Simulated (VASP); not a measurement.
# SiNi3 (Pm-3m) in VASP: a series of runs

Runs on SiNi3. Level: PBE. Tasks: single point.

Everything below comes from runs of VASP 6.6.1. Logs are shortened: lines on timing, memory, paths and dates and some standing lists are left out, and cuts for length are marked.

### Step 1. The cell of the first run

Symmetry: Pm-3m, No. 221, cubic system. Conventional cell: a = 3.518 Å, b = 3.518 Å, c = 3.518 Å, α = 90.00°, β = 90.00°, γ = 90.00°. Ni (site symmetry 4/mmm) has 8 Ni at 2.49 Å and 4 Si at 2.49 Å within 3.3 Å. Si (site symmetry m-3m) has 12 Ni at 2.49 Å within 3.3 Å.

### Step 2. Single point, PBE, collinear spin, ferromagnetic start

Contents of INCAR:

```
ALGO = Normal
EDIFF = 1E-6
ENCUT = 690
GGA = PE
GGA_COMPAT = False
ISIF = 2
ISMEAR = -1
ISPIN = 2
LASPH = True
LCHARG = True
LELF = True
LMAXMIX = 4
LORBIT = 11
LREAL = False
LVHAR = True
LWAVE = False
MAGMOM = 1 1 1 0
NBANDS = 41
NELM = 200
PREC = Accurate
SIGMA = 0.05
```

Contents of KPOINTS:

```
k-points
0
Gamma
  8 8 8
```

Contents of POSCAR:

```
SiNi3
1.0
    3.5182274716      0.0000000000      0.0000000000
    0.0000000000      3.5182274716      0.0000000000
    0.0000000000      0.0000000000      3.5182274716
Ni Si
3 1
Direct
    0.5000000000      0.5000000000      0.0000000000
    0.5000000000      0.0000000000      0.5000000000
    0.0000000000      0.5000000000      0.5000000000
    0.0000000000      0.0000000000      0.0000000000
```

Potentials or basis: VASP PAW PBE potentials, release 64 (Ni_sv_GW, Si).

Run with:

```sh
cat potpaw_PBE.64/Ni_sv_GW/POTCAR potpaw_PBE.64/Si/POTCAR > POTCAR
mpirun -np 1 vasp_std > vasp.out
```

OUTCAR:

```text
EDIFF = 1E-6
   ENCUT = 690
   GGA = PE
   ISIF = 2
   ISMEAR = -1
   ISPIN = 2
   LASPH = True
   LORBIT = 11
   LREAL = False
   NELM = 200
   PREC = Accurate

 ion  position               nearest neighbor table
   1  0.500  0.500  0.000-   2 2.49   3 2.49   4 2.49   2 2.49   3 2.49   2 2.49   4 2.49   2 2.49
                             3 2.49   4 2.49   3 2.49   4 2.49
   2  0.500  0.000  0.500-   1 2.49   3 2.49   4 2.49   1 2.49   4 2.49   1 2.49   3 2.49   1 2.49
                             3 2.49   4 2.49   4 2.49   3 2.49
   3  0.000  0.500  0.500-   1 2.49   2 2.49   4 2.49   1 2.49   4 2.49   2 2.49   4 2.49   4 2.49
                             1 2.49   2 2.49   1 2.49   2 2.49
   4  0.000  0.000  0.000-   1 2.49   2 2.49   3 2.49   2 2.49   3 2.49   1 2.49   3 2.49   3 2.49
                             1 2.49   2 2.49   2 2.49   1 2.49

  LATTYP: Found a simple cubic cell.
 ALAT       =     3.5182274716

  Lattice vectors:

 A1 = (   3.5182274716,   0.0000000000,   0.0000000000)
 A2 = (   0.0000000000,   3.5182274716,   0.0000000000)
 A3 = (   0.0000000000,   0.0000000000,   3.5182274716)

Analysis of symmetry for initial positions (statically):
=====================================================================
 Subroutine PRICEL returns:
 Original cell was already a primitive cell.

 Routine SETGRP: Setting up the symmetry group for a
 simple cubic supercell.

 Subroutine GETGRP returns: Found 48 space group operations
 (whereof 48 operations were pure point group operations)
 out of a pool of 48 trial point group operations.

The static configuration has the point symmetry O_h .

Analysis of symmetry for dynamics (positions and initial velocities):
=====================================================================
 Subroutine PRICEL returns:
 Original cell was already a primitive cell.

 Routine SETGRP: Setting up the symmetry group for a
 simple cubic supercell.

 Subroutine GETGRP returns: Found 48 space group operations
 (whereof 48 operations were pure point group operations)
 out of a pool of 48 trial point group operations.

The dynamic configuration has the point symmetry O_h .

Analysis of structural, dynamic, and magnetic symmetry:
=====================================================================
 Subroutine PRICEL returns:
 Original cell was already a primitive cell.

 Routine SETGRP: Setting up the symmetry group for a
 simple cubic supercell.

 Subroutine GETGRP returns: Found 48 space group operations
 (whereof 48 operations were pure point group operations)
 out of a pool of 48 trial point group operations.

The overall configuration has the point symmetry O_h .

[... 134 lines left out ...]
  energy-cutoff  :      690.00
  volume of cell :       43.55
 maximum number of plane-waves:      1856
   NGX = 15   NGY = 15   NGZ = 15

 number of electron      57.9999874 magnetization      -0.0032922

 number of electron      57.9999874 magnetization       0.0010356

 Free energy of the ion-electron system (eV)
  ---------------------------------------------------
  ext. energy  EPLUGINS =         0.00000000
  ---------------------------------------------------
  free energy    TOTEN  =       -26.52211071 eV

  energy without entropy =      -26.50351738  energy(sigma->0) =      -26.51281405

 E-fermi :   9.3704     XC(G=0): -13.5020

 val. band max:        9.3103720628   @ k =   0.1250   0.1250   0.0000
 cond. band min:       9.3812660942   @ k =   0.5000   0.3750   0.3750
 fundamental gap:      0.0708940314
 Fermi energy:         9.3703971053

 spin component 1

 k-point     1 :       0.0000    0.0000    0.0000
  band No.  band energies     occupation
      1     -93.8114      1.00000
      2     -93.7772      1.00000
      3     -93.7772      1.00000
      4     -54.2786      1.00000
      5     -54.2786      1.00000
      6     -54.2786      1.00000
[... 1045 lines left out ...]
     40      24.0908      0.00000
     41      26.2729      0.00000

 [... further k-points ...]

 spin component 2

 k-point     1 :       0.0000    0.0000    0.0000
  band No.  band energies     occupation
      1     -93.8111      1.00000
      2     -93.7770      1.00000
      3     -93.7770      1.00000
      4     -54.2784      1.00000
      5     -54.2784      1.00000
      6     -54.2784      1.00000
[... 1045 lines left out ...]
     40      24.0910      0.00000
     41      26.3093      0.00000

 [... further k-points ...]

------------------------ aborting loop because EDIFF is reached ----------------------------------------

  FORCE on cell =-STRESS in cart. coord.  units (eV):
  Direction    XX          YY          ZZ          XY          YZ          ZX
  --------------------------------------------------------------------------------------
  -------------------------------------------------------------------------------------
  Total       -0.7685656     -0.7685656     -0.7685656      0.0000000     -0.0000000     -0.0000000
  in kB      -28.2761162    -28.2761162    -28.2761162      0.0000000     -0.0000000     -0.0000000
  external PRESSURE =     -28.2761162 kB  Pullay stress =       0.0000000 kB

 VOLUME and BASIS-vectors are now :
 -----------------------------------------------------------------------------
  energy-cutoff  :      690.00
  volume of cell :       43.55
      direct lattice vectors                 reciprocal lattice vectors
     3.518227472  0.000000000  0.000000000     0.284234038  0.000000000  0.000000000
     0.000000000  3.518227472  0.000000000     0.000000000  0.284234038  0.000000000
     0.000000000  0.000000000  3.518227472     0.000000000  0.000000000  0.284234038

 POSITION                                       TOTAL-FORCE (eV/Angst)
 -----------------------------------------------------------------------------------
      1.75911      1.75911      0.00000         0.000000      0.000000      0.000000
      1.75911      0.00000      1.75911         0.000000      0.000000      0.000000
      0.00000      1.75911      1.75911         0.000000      0.000000      0.000000
      0.00000      0.00000      0.00000         0.000000      0.000000      0.000000
 -----------------------------------------------------------------------------------
    total drift:                                0.000000      0.000000     -0.000000

  FREE ENERGIE OF THE ION-ELECTRON SYSTEM (eV)
  ---------------------------------------------------
  free  energy   TOTEN  =       -26.5221107101 eV

  energy  without entropy=      -26.5035173815  energy(sigma->0) =      -26.51281405

 total charge

# of ion       s       p       d       f       tot
--------------------------------------------------
    1        2.227   6.326   7.861   0.005  16.419
    2        2.227   6.326   7.861   0.005  16.419
    3        2.227   6.326   7.861   0.005  16.419
    4        0.728   0.817   0.000   0.000   1.545
--------------------------------------------------
tot          7.409  19.794  23.584   0.014  50.801

 magnetization (x)

# of ion       s       p       d       f       tot
--------------------------------------------------
    1       -0.000  -0.000   0.000  -0.000   0.000
    2       -0.000  -0.000   0.000  -0.000   0.000
    3       -0.000  -0.000   0.000  -0.000   0.000
    4       -0.000  -0.000   0.000   0.000  -0.000
--------------------------------------------------
tot         -0.000  -0.000   0.001  -0.000   0.001
```

OSZICAR:

```text
N       E                     dE             d eps       ncg     rms          rms(c)
DAV:   1     0.124274269035E+04    0.12427E+04   -0.34997E+04  9048   0.583E+03
DAV:   2     0.111392502772E+03   -0.11314E+04   -0.10875E+04 10312   0.151E+03
DAV:   3    -0.289212685955E+02   -0.14031E+03   -0.13397E+03 11331   0.720E+02
DAV:   4    -0.372572071577E+02   -0.83359E+01   -0.81947E+01 11117   0.159E+02
DAV:   5    -0.377647311689E+02   -0.50752E+00   -0.50564E+00 10514   0.352E+01    0.308E+01
DAV:   6    -0.414031824605E+02   -0.36385E+01   -0.11361E+02  9022   0.615E+02    0.339E+01
DAV:   7    -0.263069873881E+02    0.15096E+02   -0.63050E+01  8384   0.383E+02    0.503E+00
DAV:   8    -0.265464368835E+02   -0.23945E+00   -0.34979E+00 11104   0.440E+01    0.214E+00
DAV:   9    -0.265200142234E+02    0.26423E-01   -0.19108E-01 10990   0.142E+01    0.778E-01
DAV:  10    -0.265209613361E+02   -0.94711E-03   -0.13390E-02 11280   0.442E+00    0.478E-01
DAV:  11    -0.265220809516E+02   -0.11196E-02   -0.93725E-04 10832   0.828E-01    0.236E-01
DAV:  12    -0.265221100697E+02   -0.29118E-04   -0.25854E-04 10968   0.683E-01    0.541E-02
DAV:  13    -0.265221108980E+02   -0.82837E-06   -0.37535E-05 10984   0.250E-01    0.125E-02
DAV:  14    -0.265221107101E+02    0.18796E-06   -0.67762E-07  4752   0.370E-02
   1 F= -.26522111E+02 E0= -.26512814E+02  d E =-.185933E-01  mag=     0.0008
```

stdout:

```text
POSCAR found type information on POSCAR NiSi
 POSCAR found :  2 types and       4 ions
 scaLAPACK will be used
 LDA part: xc-table for (Slater+PW92), standard interpolation
 POSCAR, INCAR and KPOINTS ok, starting setup
 FFT: planning ... GRIDC
 FFT: planning ... GRID_SOFT
 FFT: planning ... GRID
 WAVECAR not read
 entering main loop
```

It took 3.5 min on 1 thread of Intel Xeon Platinum 8259CL at 2.50GHz (Skylake/Cascade Lake), shared host; peak memory 0.3 GiB.

What came out:

```yaml
Free_energy: -26.5221 eV
Pressure: -2.8 GPa
Band_gap_on_the_k_mesh: zero (filled and empty bands overlap)
Net_moment: 0.00 μB per cell
Valence_electrons_inside_the_program's_atomic_spheres: Ni 16.42; Si 1.54
```

Levels at points of the mesh, in eV from the Fermi level:
Spin up:
```tsv
k point	band 25	band 26	band 27	band 28	band 29	band 30	band 31	band 32	band 33	band 34
(0.00, 0.00, 0.00)	-0.93	-0.62	-0.62	-0.29	0.03	0.03	0.03	4.69	6.25	6.25
(0.50, 0.00, 0.00)	-1.30	-1.29	-1.14	-0.55	0.03	3.55	3.55	5.04	5.19	5.19
(0.50, 0.50, 0.00)	-1.43	-1.43	-1.09	-1.00	-0.94	0.64	0.64	5.52	6.23	7.59
(0.50, 0.50, 0.50)	-1.44	-1.22	-1.22	-0.47	-0.20	-0.20	-0.20	1.17	3.94	3.94
```
Spin down:
```tsv
k point	band 27	band 28	band 29	band 30	band 31	band 32
(0.00, 0.00, 0.00)	-0.62	-0.29	0.03	0.03	0.03	4.69
(0.50, 0.00, 0.00)	-1.14	-0.55	0.03	3.55	3.55	5.04
(0.50, 0.50, 0.00)	-1.09	-1.00	-0.94	0.64	0.64	5.52
(0.50, 0.50, 0.50)	-1.22	-0.47	-0.20	-0.20	-0.20	1.17
```

Caveat: the moments typed at the start vanished in this run.

### Step 3. Single point, PBE, collinear spin, ferromagnetic start

This run uses another cell than the first one, of 10.54 Å³/atom.

Contents of INCAR:

```
SYSTEM = SiNi3
PREC     = Accurate       ! precision mode
ENCUT    = 520            ! plane-wave cutoff, eV
EDIFF    = 1E-7           ! SCF threshold, eV
ISMEAR   = -1             ! smearing method
SIGMA    = 0.05           ! smearing width, eV
LREAL    = .FALSE.        ! projectors in reciprocal space
LASPH    = .TRUE.         ! aspherical terms in the spheres
NELM     = 150            ! most SCF steps
ALGO     = Normal         ! electronic algorithm
ISIF     = 2              ! what is computed and relaxed
LWAVE    = .FALSE.        ! write WAVECAR
LCHARG   = .FALSE.        ! write CHGCAR
ISPIN    = 2              ! spin polarisation
MAGMOM   = 1 1 1 0        ! initial moments
LORBIT   = 11             ! projections on sites
LMAXMIX  = 4              ! l up to which the mixer works
GGA      = PE             ! functional
NBANDS   = 29             ! bands
```

Contents of KPOINTS:

```
Automatic mesh
0
G
  8 8 8
  0 0 0
```

Contents of POSCAR:

```
SiNi3
1.0
    3.4804121400      0.0000000000      0.0000000000
    0.0000000000      3.4804121400      0.0000000000
    0.0000000000      0.0000000000      3.4804121400
Ni Si
3 1
Direct
    0.5000000000      0.5000000000      0.0000000000
    0.5000000000      0.0000000000      0.5000000000
    0.0000000000      0.5000000000      0.5000000000
    0.0000000000      0.0000000000      0.0000000000
```

Potentials or basis: VASP PAW PBE potentials, release 64 (Ni, Si).

Run with:

```sh
cat potpaw_PBE.64/Ni/POTCAR potpaw_PBE.64/Si/POTCAR > POTCAR
mpirun -np 1 vasp_std > vasp.out
```

Wall time 80 s (1 thread of AMD EPYC 7R13 (Zen 3), shared host); peak memory 0.18 GiB.

The run converged. Its results:

| Property | Result |
| --- | --- |
| Free energy | -23.6733 eV |
| Pressure | 5.0 GPa |
| Band gap on the k mesh | zero (filled and empty bands overlap) |
| Net moment | 0.00 μB per cell |
| Valence electrons inside the program's atomic spheres | Ni 9.51; Si 1.56 |

Levels at points of the mesh, in eV from the Fermi level:
Spin up:
| k point | band 15 | band 16 | band 17 | band 18 | band 19 | band 20 |
| --- | --- | --- | --- | --- | --- | --- |
| (0.00, 0.00, 0.00) | -0.64 | -0.31 | 0.03 | 0.03 | 0.03 | 5.03 |
| (0.50, 0.00, 0.00) | -1.18 | -0.58 | 0.03 | 3.69 | 3.69 | 5.32 |
| (0.50, 0.50, 0.00) | -1.14 | -1.05 | -0.98 | 0.67 | 0.67 | 5.72 |
| (0.50, 0.50, 0.50) | -1.28 | -0.44 | -0.21 | -0.21 | -0.21 | 1.30 |
Spin down:
```
           k point  band 13  band 14  band 15  band 16  band 17  band 18  band 19  band 20  band 21  band 22
(0.00, 0.00, 0.00)    -0.91    -0.64    -0.64    -0.31     0.03     0.03     0.03     5.03     6.43     6.43
(0.50, 0.00, 0.00)    -1.35    -1.34    -1.18    -0.58     0.03     3.69     3.69     5.32     5.32     5.37
(0.50, 0.50, 0.00)    -1.48    -1.47    -1.14    -1.05    -0.98     0.67     0.67     5.72     6.45     7.75
(0.50, 0.50, 0.50)    -1.49    -1.28    -1.28    -0.44    -0.21    -0.21    -0.21     1.30     4.12     4.12
```

Caveat: the cell stands under pressure; the moments typed at the start vanished in this run.

### Step 4. Single point, PBE, collinear spin, ferromagnetic start

This run uses another cell than the first one, of 10.68 Å³/atom.

Contents of INCAR:

```
SYSTEM = SiNi3
PREC = Accurate
ENCUT = 520
EDIFF = 1E-6
ISMEAR = -1
SIGMA = 0.05
LREAL = .FALSE.
LASPH = .TRUE.
NELM = 150
ALGO = Fast
ISIF = 2
LWAVE = .FALSE.
LCHARG = .FALSE.
ISPIN = 2
MAGMOM = 1 1 1 0
LORBIT = 11
LMAXMIX = 4
GGA = PE
NBANDS = 29
```

KPOINTS is that of step 3.

Contents of POSCAR:

```
SiNi3
1.0
    3.4956619630      0.0000000000      0.0000000000
    0.0000000000      3.4956619630      0.0000000000
    0.0000000000      0.0000000000      3.4956619630
Ni Si
3 1
Direct
    0.5000000000      0.5000000000      0.0000000000
    0.5000000000      0.0000000000      0.5000000000
    0.0000000000      0.5000000000      0.5000000000
    0.0000000000      0.0000000000      0.0000000000
```

Run with:

```sh
cat potpaw_PBE.64/Ni/POTCAR potpaw_PBE.64/Si/POTCAR > POTCAR
mpirun -np 1 vasp_std > vasp.out
```

It took 74 s on 1 thread of AMD EPYC 7R13 (Zen 3), shared host; peak memory 0.18 GiB.

The run converged. Its results:

```yaml
Free_energy: -23.6854 eV
Pressure: 1.9 GPa
Band_gap_on_the_k_mesh: zero (filled and empty bands overlap)
Net_moment: 0.00 μB per cell
Valence_electrons_inside_the_program's_atomic_spheres: Ni 9.48; Si 1.56
```

Levels at points of the mesh, in eV from the Fermi level:
Spin up:
```
           k point  band 14  band 15  band 16  band 17  band 18  band 19  band 20  band 21
(0.00, 0.00, 0.00)    -0.63    -0.63    -0.30     0.03     0.03     0.03     4.91     6.37
(0.50, 0.00, 0.00)    -1.31    -1.16    -0.57     0.03     3.63     3.63     5.27     5.29
(0.50, 0.50, 0.00)    -1.44    -1.12    -1.03    -0.96     0.66     0.66     5.64     6.38
(0.50, 0.50, 0.50)    -1.26    -1.26    -0.41    -0.21    -0.21    -0.21     1.24     4.06
```
Spin down:
```
           k point  band 13  band 14  band 15  band 16  band 17  band 18  band 19  band 20  band 21  band 22
(0.00, 0.00, 0.00)    -0.90    -0.63    -0.63    -0.30     0.03     0.03     0.03     4.91     6.37     6.37
(0.50, 0.00, 0.00)    -1.33    -1.31    -1.16    -0.57     0.03     3.63     3.63     5.27     5.29     5.29
(0.50, 0.50, 0.00)    -1.45    -1.44    -1.12    -1.03    -0.96     0.66     0.66     5.64     6.38     7.70
(0.50, 0.50, 0.50)    -1.46    -1.26    -1.26    -0.41    -0.21    -0.21    -0.21     1.24     4.06     4.06
```

Caveat: the moments typed at the start vanished in this run.

### Step 5. Single point, PBE, collinear spin, ferromagnetic start

This run uses another cell than the first one, of 10.78 Å³/atom.

Contents of INCAR:

```
SYSTEM = SiNi3
PREC = Accurate
ENCUT = 520
EDIFF = 1E-6
ISMEAR = -1
SIGMA = 0.05
LREAL = .False.
LASPH = .True.
NELM = 150
ALGO = Normal
ISIF = 2
LWAVE = .False.
LCHARG = .False.
ISPIN = 2
MAGMOM = 1 1 1 0
LORBIT = 11
LMAXMIX = 4
GGA = PE
NBANDS = 29
```

Contents of KPOINTS:

```
Automatic mesh
0
Gamma
  8 8 8
  0 0 0
```

Contents of POSCAR:

```
SiNi3
1.0
    3.5063569113      0.0000000000      0.0000000000
    0.0000000000      3.5063569113      0.0000000000
    0.0000000000      0.0000000000      3.5063569113
Ni Si
3 1
Direct
    0.5000000000      0.5000000000      0.0000000000
    0.5000000000      0.0000000000      0.5000000000
    0.0000000000      0.5000000000      0.5000000000
    0.0000000000      0.0000000000      0.0000000000
```

Run with:

```sh
cat potpaw_PBE.64/Ni/POTCAR potpaw_PBE.64/Si/POTCAR > POTCAR
mpirun -np 1 vasp_std > vasp.out
```

Run time: 66 s. Hardware: 1 thread of AMD EPYC 7R13 (Zen 3), shared host; peak memory 0.18 GiB.

Results (log left out):

```
Free energy                                           : -23.6879 eV
Pressure                                              : 0.0 GPa
Band gap on the k mesh                                : zero (filled and empty bands overlap)
Net moment                                            : 0.00 μB per cell
Valence electrons inside the program's atomic spheres : Ni 9.46; Si 1.55
```

Levels at points of the mesh, in eV from the Fermi level:
Spin up:
| k point | band 15 | band 16 | band 17 | band 18 | band 19 | band 20 |
| --- | --- | --- | --- | --- | --- | --- |
| (0.00, 0.00, 0.00) | -0.62 | -0.30 | 0.03 | 0.03 | 0.03 | 4.82 |
| (0.50, 0.00, 0.00) | -1.15 | -0.56 | 0.03 | 3.60 | 3.60 | 5.20 |
| (0.50, 0.50, 0.00) | -1.11 | -1.01 | -0.95 | 0.65 | 0.65 | 5.58 |
| (0.50, 0.50, 0.50) | -1.24 | -0.39 | -0.21 | -0.21 | -0.21 | 1.20 |
Spin down:
| k point | band 14 | band 15 | band 16 | band 17 | band 18 | band 19 | band 20 | band 21 |
| --- | --- | --- | --- | --- | --- | --- | --- | --- |
| (0.00, 0.00, 0.00) | -0.62 | -0.62 | -0.30 | 0.03 | 0.03 | 0.03 | 4.82 | 6.33 |
| (0.50, 0.00, 0.00) | -1.29 | -1.14 | -0.56 | 0.03 | 3.60 | 3.60 | 5.20 | 5.27 |
| (0.50, 0.50, 0.00) | -1.42 | -1.11 | -1.01 | -0.95 | 0.65 | 0.65 | 5.58 | 6.33 |
| (0.50, 0.50, 0.50) | -1.24 | -1.24 | -0.39 | -0.21 | -0.21 | -0.21 | 1.20 | 4.02 |

Caveat: the moments typed at the start vanished in this run.

### Step 6. Overview

| potentials or basis | cell | cutoff (eV) | gap on the mesh (eV) | pressure (GPa) | moment (μB) |
| --- | --- | --- | --- | --- | --- |
| VASP PAW PBE potentials, release 64 (Ni_sv_GW, Si) | a = 3.518 Å, 4 atoms | 690 | none | -2.8 | 0.00 |
| VASP PAW PBE potentials, release 64 (Ni, Si) | a = 3.480 Å, 4 atoms | 520 | none | 5.0 | 0.00 |
| VASP PAW PBE potentials, release 64 (Ni, Si) | a = 3.496 Å, 4 atoms | 520 | none | 1.9 | 0.00 |
| VASP PAW PBE potentials, release 64 (Ni, Si) | a = 3.506 Å, 4 atoms | 520 | none | 0.0 | 0.00 |

Alike in all rows: task single point; level PBE; spin collinear, ferromagnetic start; k mesh 8 × 8 × 8; smearing fermi-dirac 0.05 eV.

Caveats: the moments typed at the start vanished in this run; the cell stands under pressure (at least some runs).

Absolute energies hang on the potentials; compare differences alone.

The gap in the log of VASP goes by the Fermi energy; the results here count the filled bands.